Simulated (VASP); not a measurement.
## MnS: single point with PBEsol

Crystal: MnS.

```
Mn S
1.0
     0.00000    2.21831    2.21831
     2.21831    0.00000    2.21831
     2.21831    2.21831    0.00000
Mn S
1 1
Direct
  0.00000 0.00000 0.00000
  0.75000 0.75000 0.75000
```

| Property | Result |
| --- | --- |
| Program | VASP 6.6.1 |
| Task | single point |
| Functional | PBEsol |
| Potentials or basis | VASP PAW PBE potentials, release 64 (Mn_pv, S) |
| Cutoff | 520 eV |
| k mesh | 16 × 16 × 16 |
| Occupations | gaussian, width 0.1 eV |
| Spin | collinear spin, ferromagnetic start |
| Starting moments | [4.29, 0.0] μB |

```
Pressure                                              : 90.2 GPa
Net moment                                            : 0.00 μB per cell
Valence electrons inside the program's atomic spheres : Mn 12.97; S 3.93
```

Levels at points of the mesh, in eV from the Fermi level:
Spin up:
```csv
k point,band 7,band 8,band 9,band 10,band 11,band 12
"(0.00, 0.00, 0.00)",-6.01,-1.35,-1.35,5.78,5.78,5.78
"(0.50, 0.00, 0.00)",-5.54,-0.85,-0.85,-0.39,3.05,3.05
"(0.50, 0.50, 0.00)",-4.46,-3.17,-0.13,0.07,0.28,0.28
```
Spin down:
```
           k point  band 7  band 8  band 9  band 10  band 11  band 12
(0.00, 0.00, 0.00)   -6.01   -1.35   -1.35     5.78     5.78     5.78
(0.50, 0.00, 0.00)   -5.54   -0.85   -0.85    -0.39     3.05     3.05
(0.50, 0.50, 0.00)   -4.46   -3.17   -0.13     0.07     0.28     0.28
```

Run time: 38 s on 1 thread of Intel(R) Xeon(R) 6975P-C (Granite Rapids), on a shared host, peak memory 0.22 GiB.

Caveat: the starting moments collapsed, and a magnetic state may lie lower; the PAW data sets were made with another functional, which shifts forces and pressure a little; semilocal functionals often make such compounds metallic where correlation or magnetic order opens a gap, which also shifts bond lengths. With open d or f shells a metallic result of PBEsol can be an artefact of self-interaction; +U or a hybrid may open a gap.
